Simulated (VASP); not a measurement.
# InSb3 (Pm-3m) in VASP: notebook, part 2 of 2

VASP 6.6.1. The steps go on from the part before.

## (3) Single point, r2SCAN

This run uses another cell than the first one, of 26.09 Å³/atom, 0.887 times its volume.

POSCAR reads:

```
InSb3
1.0
    4.7082503466      0.0000000000      0.0000000000
    0.0000000000      4.7082503466      0.0000000000
    0.0000000000      0.0000000000      4.7082503466
Sb In
3 1
Direct
    0.5000000000      0.5000000000      0.0000000000
    0.0000000000      0.5000000000      0.5000000000
    0.5000000000      0.0000000000      0.5000000000
    0.0000000000      0.0000000000      0.0000000000
```

INCAR.step1 reads:

```
SYSTEM = InSb3
PREC     = Accurate       ! precision mode
ENCUT    = 520            ! plane-wave cutoff, eV
ISMEAR   = -1             ! smearing method
SIGMA    = 0.05           ! smearing width, eV
LREAL    = .FALSE.        ! projectors in reciprocal space
LASPH    = .TRUE.         ! aspherical terms in the spheres
NELM     = 100            ! most SCF steps
NBANDS   = 22             ! bands
GGA      = PE             ! functional
ALGO     = Normal         ! electronic algorithm
EDIFF    = 1E-4           ! SCF threshold, eV
LWAVE    = .TRUE.         ! write WAVECAR
LCHARG   = .FALSE.        ! write CHGCAR
```

INCAR.step2 reads:

```
SYSTEM = InSb3
PREC     = Accurate       ! precision mode
ENCUT    = 520            ! plane-wave cutoff, eV
EDIFF    = 1E-6           ! SCF threshold, eV
ISMEAR   = -1             ! smearing method
SIGMA    = 0.05           ! smearing width, eV
LREAL    = .FALSE.        ! projectors in reciprocal space
LASPH    = .TRUE.         ! aspherical terms in the spheres
NELM     = 100            ! most SCF steps
ALGO     = Normal         ! electronic algorithm
ISIF     = 2              ! what is computed and relaxed
LWAVE    = .FALSE.        ! write WAVECAR
LCHARG   = .TRUE.         ! write CHGCAR
METAGGA  = R2SCAN         ! meta-GGA
LMIXTAU  = .TRUE.       
LELF     = .TRUE.         ! ELF
LVHAR    = .TRUE.       
NBANDS   = 22             ! bands
ISTART   = 1
```

KPOINTS reads:

```
Automatic mesh
0
G
  6 6 6
  0 0 0
```

Potentials or basis: VASP PAW PBE potentials, release 64 (Sb, In_d).

Run with:

```bash
> cat potpaw_PBE.64/Sb/POTCAR potpaw_PBE.64/In_d/POTCAR > POTCAR
> cp INCAR.step1 INCAR
> mpirun -np 1 vasp_std > vasp.out
> cp INCAR.step2 INCAR
> mpirun -np 1 vasp_std > vasp.out
```

OUTCAR:

```text
SYSTEM = InSb3
   PREC = Accurate
   ENCUT = 520
   EDIFF = 1E-6
   ISMEAR = -1
   LREAL = .FALSE.
   LASPH = .TRUE.
   NELM = 100
   ISIF = 2
   METAGGA = R2SCAN
   ISTART = 1

 ion  position               nearest neighbor table
   1  0.500  0.500  0.000-   2 3.33   3 3.33   4 3.33   2 3.33   3 3.33   3 3.33   4 3.33   3 3.33
                             2 3.33   4 3.33   2 3.33   4 3.33
   2  0.000  0.500  0.500-   1 3.33   3 3.33   4 3.33   1 3.33   4 3.33   3 3.33   4 3.33   4 3.33
                             1 3.33   3 3.33   1 3.33   3 3.33
   3  0.500  0.000  0.500-   1 3.33   2 3.33   4 3.33   1 3.33   4 3.33   1 3.33   2 3.33   1 3.33
                             2 3.33   4 3.33   4 3.33   2 3.33
   4  0.000  0.000  0.000-   1 3.33   2 3.33   3 3.33   2 3.33   3 3.33   1 3.33   2 3.33   2 3.33
                             1 3.33   3 3.33   3 3.33   1 3.33

  LATTYP: Found a simple cubic cell.
 ALAT       =     4.7082503466

  Lattice vectors:

 A1 = (   4.7082503466,   0.0000000000,   0.0000000000)
 A2 = (   0.0000000000,   4.7082503466,   0.0000000000)
 A3 = (   0.0000000000,   0.0000000000,   4.7082503466)

Analysis of symmetry for initial positions (statically):
[... 172 lines left out ...]
 E-fermi :   8.5335     XC(G=0): -10.9741

 val. band max:        8.4887417768   @ k =   0.1667   0.0000   0.0000
 cond. band min:       8.6364830925   @ k =   0.1667   0.1667   0.1667
 fundamental gap:      0.1477413157
 Fermi energy:         8.5335067874

 k-point     1 :       0.0000    0.0000    0.0000
  band No.  band energies     occupation
      1      -6.6546      2.00000
      2      -6.6546      2.00000
      3      -6.6325      2.00000
      4      -6.6325      2.00000
      5      -6.6325      2.00000
      6      -4.6801      2.00000
[... 489 lines left out ...]
     21      15.7161      0.00000
     22      17.8236      0.00000

------------------------ aborting loop because EDIFF is reached ----------------------------------------

  FORCE on cell =-STRESS in cart. coord.  units (eV):
  Direction    XX          YY          ZZ          XY          YZ          ZX
  --------------------------------------------------------------------------------------
  -------------------------------------------------------------------------------------
  Total        2.0049096      2.0049096      2.0049096     -0.0000000     -0.0000000     -0.0000000
  in kB       30.7770317     30.7770317     30.7770317     -0.0000000     -0.0000000     -0.0000000
  external PRESSURE =      30.7770317 kB  Pullay stress =       0.0000000 kB

 VOLUME and BASIS-vectors are now :
 -----------------------------------------------------------------------------
  energy-cutoff  :      520.00
  volume of cell :      104.37
      direct lattice vectors                 reciprocal lattice vectors
     4.708250347  0.000000000  0.000000000     0.212393124  0.000000000  0.000000000
     0.000000000  4.708250347  0.000000000     0.000000000  0.212393124  0.000000000
     0.000000000  0.000000000  4.708250347     0.000000000  0.000000000  0.212393124

 POSITION                                       TOTAL-FORCE (eV/Angst)
 -----------------------------------------------------------------------------------
      2.35413      2.35413      0.00000         0.000000      0.000000      0.000000
      0.00000      2.35413      2.35413         0.000000      0.000000      0.000000
      2.35413      0.00000      2.35413         0.000000      0.000000      0.000000
      0.00000      0.00000      0.00000         0.000000      0.000000      0.000000
 -----------------------------------------------------------------------------------
    total drift:                                0.000000     -0.000000     -0.000000

  FREE ENERGIE OF THE ION-ELECTRON SYSTEM (eV)
  ---------------------------------------------------
  free  energy   TOTEN  =       -98.5003268072 eV

  energy  without entropy=      -98.4831317822  energy(sigma->0) =      -98.49172929
```

OUTCAR.step1:

```text
SYSTEM = InSb3
   PREC = Accurate
   ENCUT = 520
   ISMEAR = -1
   LREAL = .FALSE.
   LASPH = .TRUE.
[... 725 lines left out ...]
      0.00000      2.35413      2.35413         0.000000      0.000000      0.000000
      2.35413      0.00000      2.35413         0.000000      0.000000      0.000000
      0.00000      0.00000      0.00000         0.000000      0.000000      0.000000
 -----------------------------------------------------------------------------------
    total drift:                               -0.000000     -0.000000     -0.000000

  FREE ENERGIE OF THE ION-ELECTRON SYSTEM (eV)
  ---------------------------------------------------
  free  energy   TOTEN  =       -14.1761880915 eV

  energy  without entropy=      -14.1548756388  energy(sigma->0) =      -14.16553187
```

It took 67 s on 1 thread of Intel Xeon 6975P-C (Granite Rapids), shared host; peak memory 0.23 GiB.

What came out:

- Free energy: -98.5003 eV
- Pressure: 3.1 GPa
- Band gap on the k mesh: zero (band 14 reaches 12.59 eV, above the bottom of band 15 at 7.23 eV)

Caveat: the PAW data sets were made with another functional, which shifts forces and pressure a little; spin-orbit coupling is left out, which moves the levels of the heavy elements.

## (4) Single point, r2SCAN

This run uses another cell than the first one, of 26.65 Å³/atom, 0.906 times its volume.

POSCAR reads:

```
InSb3
1.0
    4.7414081316      0.0000000000      0.0000000000
    0.0000000000      4.7414081316      0.0000000000
    0.0000000000      0.0000000000      4.7414081316
Sb In
3 1
Direct
    0.5000000000      0.5000000000      0.0000000000
    0.0000000000      0.5000000000      0.5000000000
    0.5000000000      0.0000000000      0.5000000000
    0.0000000000      0.0000000000      0.0000000000
```

INCAR.step1 reads:

```
SYSTEM = InSb3
ALGO     = Normal         ! electronic algorithm
EDIFF    = 1E-4           ! SCF threshold, eV
ENCUT    = 520            ! plane-wave cutoff, eV
GGA      = PE             ! functional
ISMEAR   = -1             ! smearing method
LASPH    = .TRUE.         ! aspherical terms in the spheres
LCHARG   = .FALSE.        ! write CHGCAR
LREAL    = .FALSE.        ! projectors in reciprocal space
LWAVE    = .TRUE.         ! write WAVECAR
NBANDS   = 22             ! bands
NELM     = 80             ! most SCF steps
PREC     = Accurate       ! precision mode
SIGMA    = 0.05           ! smearing width, eV
```

INCAR.step2 reads:

```
SYSTEM = InSb3
ALGO     = Normal         ! electronic algorithm
EDIFF    = 1E-6           ! SCF threshold, eV
ENCUT    = 520            ! plane-wave cutoff, eV
ISIF     = 2              ! what is computed and relaxed
ISMEAR   = -1             ! smearing method
ISTART   = 1            
LASPH    = .TRUE.         ! aspherical terms in the spheres
LCHARG   = .TRUE.         ! write CHGCAR
LELF     = .TRUE.         ! ELF
LMIXTAU  = .TRUE.       
LREAL    = .FALSE.        ! projectors in reciprocal space
LVHAR    = .TRUE.       
LWAVE    = .FALSE.        ! write WAVECAR
METAGGA  = R2SCAN         ! meta-GGA
NBANDS   = 22             ! bands
NELM     = 80             ! most SCF steps
PREC     = Accurate       ! precision mode
SIGMA    = 0.05           ! smearing width, eV
```

KPOINTS reads:

```
k-points
0
G
  6 6 6
  0 0 0
```

Potentials or basis: VASP PAW PBE potentials, release 64 (Sb, In_d).

Run with:

```bash
> cat potpaw_PBE.64/Sb/POTCAR potpaw_PBE.64/In_d/POTCAR > POTCAR
> cp INCAR.step1 INCAR
> mpirun -np 1 vasp_std > vasp.out
> cp INCAR.step2 INCAR
> mpirun -np 1 vasp_std > vasp.out
```

OUTCAR:

```text
SYSTEM = InSb3
   EDIFF = 1E-6
   ENCUT = 520
   ISIF = 2
   ISMEAR = -1
   ISTART = 1
   LASPH = .TRUE.
   LREAL = .FALSE.
   METAGGA = R2SCAN
   NELM = 80
   PREC = Accurate

 ion  position               nearest neighbor table
   1  0.500  0.500  0.000-   2 3.35   3 3.35   4 3.35   2 3.35   3 3.35   3 3.35   4 3.35   3 3.35
                             2 3.35   4 3.35   2 3.35   4 3.35
   2  0.000  0.500  0.500-   1 3.35   3 3.35   4 3.35   1 3.35   4 3.35   3 3.35   4 3.35   4 3.35
                             1 3.35   3 3.35   1 3.35   3 3.35
   3  0.500  0.000  0.500-   1 3.35   2 3.35   4 3.35   1 3.35   4 3.35   1 3.35   2 3.35   1 3.35
                             2 3.35   4 3.35   4 3.35   2 3.35
   4  0.000  0.000  0.000-   1 3.35   2 3.35   3 3.35   2 3.35   3 3.35   1 3.35   2 3.35   2 3.35
                             1 3.35   3 3.35   3 3.35   1 3.35

  LATTYP: Found a simple cubic cell.
 ALAT       =     4.7414081316

  Lattice vectors:

 A1 = (   4.7414081316,   0.0000000000,   0.0000000000)
 A2 = (   0.0000000000,   4.7414081316,   0.0000000000)
 A3 = (   0.0000000000,   0.0000000000,   4.7414081316)

Analysis of symmetry for initial positions (statically):
=====================================================================
 Subroutine PRICEL returns:
 Original cell was already a primitive cell.

 Routine SETGRP: Setting up the symmetry group for a
 simple cubic supercell.

 Subroutine GETGRP returns: Found 48 space group operations
 (whereof 48 operations were pure point group operations)
 out of a pool of 48 trial point group operations.

The static configuration has the point symmetry O_h .

Analysis of symmetry for dynamics (positions and initial velocities):
=====================================================================
 Subroutine PRICEL returns:
 Original cell was already a primitive cell.

 Routine SETGRP: Setting up the symmetry group for a
 simple cubic supercell.

 Subroutine GETGRP returns: Found 48 space group operations
 (whereof 48 operations were pure point group operations)
 out of a pool of 48 trial point group operations.

The dynamic configuration has the point symmetry O_h .

 Subroutine INISYM returns: Found 48 space group operations
 (whereof 48 operations are pure point group operations),
 and found     1 'primitive' translations

----------------------------------------------------------------------------------------

                                     Primitive cell

  volume of cell :     106.5914

  direct lattice vectors                    reciprocal lattice vectors
     4.741408132  0.000000000  0.000000000     0.210907809  0.000000000  0.000000000
     0.000000000  4.741408132  0.000000000     0.000000000  0.210907809  0.000000000
     0.000000000  0.000000000  4.741408132     0.000000000  0.000000000  0.210907809

  length of vectors
     4.741408132  4.741408132  4.741408132     0.210907809  0.210907809  0.210907809

  position of ions in fractional coordinates (direct lattice)
     0.500000000  0.500000000  0.000000000
     0.000000000  0.500000000  0.500000000
     0.500000000  0.000000000  0.500000000
     0.000000000  0.000000000  0.000000000

  ion indices of the primitive-cell ions
   primitive index   ion index
                 1           1
                 2           2
                 3           3
[... 25 lines left out ...]

 Found     20 irreducible k-points:

 Following reciprocal coordinates:
            Coordinates               Weight
  0.000000  0.000000  0.000000      1.000000
  0.166667  0.000000  0.000000      6.000000
  0.333333  0.000000  0.000000      6.000000
  0.500000  0.000000  0.000000      3.000000
  0.166667  0.166667  0.000000     12.000000
  0.333333  0.166667  0.000000     24.000000
[... 12 lines left out ...]
  0.500000  0.500000  0.333333      6.000000
  0.500000  0.500000  0.500000      1.000000
   k-points           NKPTS =     20   k-points in BZ     NKDIM =     20   number of bands    NBANDS=     22
   number of dos      NEDOS =    301   number of ions     NIONS =      4
   total plane-waves  NPLWV =  46656
   dimension x,y,z NGX =    36 NGY =   36 NGZ =   36
   dimension x,y,z NGXF=    72 NGYF=   72 NGZF=   72
   ions per type =               3   1
   NGX,Y,Z   is equivalent  to a cutoff of  12.62, 12.62, 12.62 a.u.
   NGXF,Y,Z  is equivalent  to a cutoff of  25.25, 25.25, 25.25 a.u.
 SYSTEM =  InSb3
   PREC   = accura    normal or accurate (medium, high low for compatibility)
   ISTART =      1    job   : 0-new  1-cont  2-samecut
   ICHARG =      0    charge: 1-file 2-atom 10-const
   ISPIN  =      1    spin polarized calculation?
   LNONCOLLINEAR =      F non collinear calculations
   LSORBIT =      F    spin-orbit coupling
   LASPH  =      T    aspherical Exc in radial PAW
   ENCUT  =  520.0 eV  38.22 Ry    6.18 a.u.   8.82  8.82  8.82*2*pi/ulx,y,z
   NELM   =     80;   NELMIN=  2; NELMDL=  0     # of ELM steps
   EDIFF  = 0.1E-05   stopping-criterion for ELM
   LREAL  =      F    real-space projection
   EDIFFG = 0.1E-04   stopping-criterion for IOM
   NSW    =      0    number of steps for IOM
   IBRION =     -1    ionic relax: 0-MD 1-quasi-New 2-CG
   NFREE  =      0    steps in history (QN), initial steepest desc. (CG)
   ISIF   =      2    stress and relaxation
   ISYM   =      2    0-nonsym 1-usesym 2-fastsym
   POTIM  = 0.5000    time-step for ionic-motion
   TEBEG  =    0.0;   TEEND  =   0.0 temperature during run
   PSTRESS=    0.0 pullay stress
   NELECT =      28.0000    total number of electrons
   NUPDOWN=      -1.0000    fix difference up-down
   EMIN   =  10.00;   EMAX   =-10.00  energy-range for DOS
   EFERMI =   0.00;   METHOD = LEGACY
   ISMEAR =    -1;   SIGMA  =   0.05  broadening in eV -4-tet -1-fermi 0-gaus
   EFERMI_NEDOS =   21; number of points for ismear=-14 and -15
   IALGO  =     38    algorithm
   IMIX   =      4    mixing-type and parameters
     AMIX     =   0.40;   BMIX     =  1.00
     AMIX_MAG =   1.60;   BMIX_MAG =  1.00
  volume/ion in A,a.u.               =      26.65       179.83
  Fermi-wavevector in a.u.,A,eV,Ry     =   1.048464  1.981310 14.956567  1.099277
  Thomas-Fermi vector in A             =   2.183387
   LORBIT       =      0    0 simple, 1 ext, 2 COOP (PROOUT), +10 PAW based schemes
   METAGGA = R2SCAN    functional components
   LHFCALC =     F    Hartree Fock is set to
   AEXX    =    0.0000 exact exchange contribution
   IVDW    =     0    specifies the selected vdW correction
   LEPSILON=     F    determine dielectric tensor
   LRPA    =     F    only Hartree local field effects (RPA)
 non-spin polarized calculation
  energy-cutoff  :      520.00
  volume of cell :      106.59
 maximum number of plane-waves:      2897
 NGX is ok and might be reduce to    36
   NGX = 17   NGY = 17   NGZ = 17

 number of electron      28.0000018 magnetization

 Free energy of the ion-electron system (eV)
  ---------------------------------------------------
  ext. energy  EPLUGINS =         0.00000000
  ---------------------------------------------------
  free energy    TOTEN  =       -98.53352888 eV

  energy without entropy =      -98.51671400  energy(sigma->0) =      -98.52512144

 E-fermi :   8.2675     XC(G=0): -10.8683

 val. band max:        8.2224303886   @ k =   0.1667   0.0000   0.0000
 cond. band min:       8.3909200380   @ k =   0.1667   0.1667   0.1667
 fundamental gap:      0.1684896495
 Fermi energy:         8.2674783216

 k-point     1 :       0.0000    0.0000    0.0000
  band No.  band energies     occupation
      1      -6.9075      2.00000
      2      -6.9075      2.00000
      3      -6.8876      2.00000
      4      -6.8876      2.00000
      5      -6.8876      2.00000
      6      -4.7846      2.00000
[... 489 lines left out ...]
     21      15.3163      0.00000
     22      17.4285      0.00000

------------------------ aborting loop because EDIFF is reached ----------------------------------------

  FORCE on cell =-STRESS in cart. coord.  units (eV):
  Direction    XX          YY          ZZ          XY          YZ          ZX
  --------------------------------------------------------------------------------------
  -------------------------------------------------------------------------------------
  Total        1.1334695      1.1334695      1.1334695     -0.0000000      0.0000000     -0.0000000
  in kB       17.0372072     17.0372072     17.0372072     -0.0000000      0.0000000     -0.0000000
  external PRESSURE =      17.0372072 kB  Pullay stress =       0.0000000 kB

 VOLUME and BASIS-vectors are now :
 -----------------------------------------------------------------------------
  energy-cutoff  :      520.00
  volume of cell :      106.59
      direct lattice vectors                 reciprocal lattice vectors
     4.741408132  0.000000000  0.000000000     0.210907809  0.000000000  0.000000000
     0.000000000  4.741408132  0.000000000     0.000000000  0.210907809  0.000000000
     0.000000000  0.000000000  4.741408132     0.000000000  0.000000000  0.210907809

 POSITION                                       TOTAL-FORCE (eV/Angst)
 -----------------------------------------------------------------------------------
      2.37070      2.37070      0.00000         0.000000      0.000000      0.000000
      0.00000      2.37070      2.37070         0.000000      0.000000      0.000000
      2.37070      0.00000      2.37070         0.000000      0.000000      0.000000
      0.00000      0.00000      0.00000         0.000000      0.000000      0.000000
 -----------------------------------------------------------------------------------
    total drift:                                0.000000     -0.000000     -0.000000

  FREE ENERGIE OF THE ION-ELECTRON SYSTEM (eV)
  ---------------------------------------------------
  free  energy   TOTEN  =       -98.5335288781 eV

  energy  without entropy=      -98.5167139988  energy(sigma->0) =      -98.52512144
```

Wall time 68 s (1 thread of Intel Xeon 6975P-C (Granite Rapids), shared host); peak memory 0.24 GiB.

What came out:

- Free energy: -98.5335 eV
- Pressure: 1.7 GPa
- Band gap on the k mesh: zero (band 14 reaches 12.20 eV, above the bottom of band 15 at 6.99 eV)

Levels at points of the mesh, in eV from the Fermi level:
| k point | band 11 | band 12 | band 13 | band 14 | band 15 | band 16 | band 17 | band 18 |
| --- | --- | --- | --- | --- | --- | --- | --- | --- |
| (0.00, 0.00, 0.00) | -4.77 | -3.53 | 0.45 | 0.45 | 0.45 | 1.93 | 1.93 | 1.93 |
| (0.50, 0.00, 0.00) | -3.24 | -2.36 | -2.36 | -1.21 | -0.84 | 2.39 | 2.40 | 2.40 |
| (0.50, 0.50, 0.00) | -1.62 | -1.62 | -1.52 | -1.28 | -1.28 | -0.33 | 1.11 | 3.65 |
| (0.50, 0.50, 0.50) | -5.47 | -5.47 | -4.97 | 3.93 | 3.93 | 3.99 | 3.99 | 3.99 |

Caveat: the PAW data sets were made with another functional, which shifts forces and pressure a little; spin-orbit coupling is left out, which moves the levels of the heavy elements.

## (5) Overview

| level | cell | gap on the mesh (eV) | pressure (GPa) |
| --- | --- | --- | --- |
| PBE | a = 4.901 Å, 4 atoms | none | -2.5 |
| r2SCAN | a = 4.708 Å, 4 atoms | none | 3.1 |
| r2SCAN | a = 4.741 Å, 4 atoms | none | 1.7 |

Alike in all rows: task single point; potentials or basis VASP PAW PBE potentials, release 64 (Sb, In_d); no spin polarisation; k mesh 6 × 6 × 6; cutoff (eV) 520; smearing fermi-dirac 0.05 eV.

Caveats: spin-orbit coupling is left out, which moves the levels of the heavy elements; the PAW data sets were made with another functional, which shifts forces and pressure a little (some runs).

Absolute energies hang on the potentials; compare differences alone.
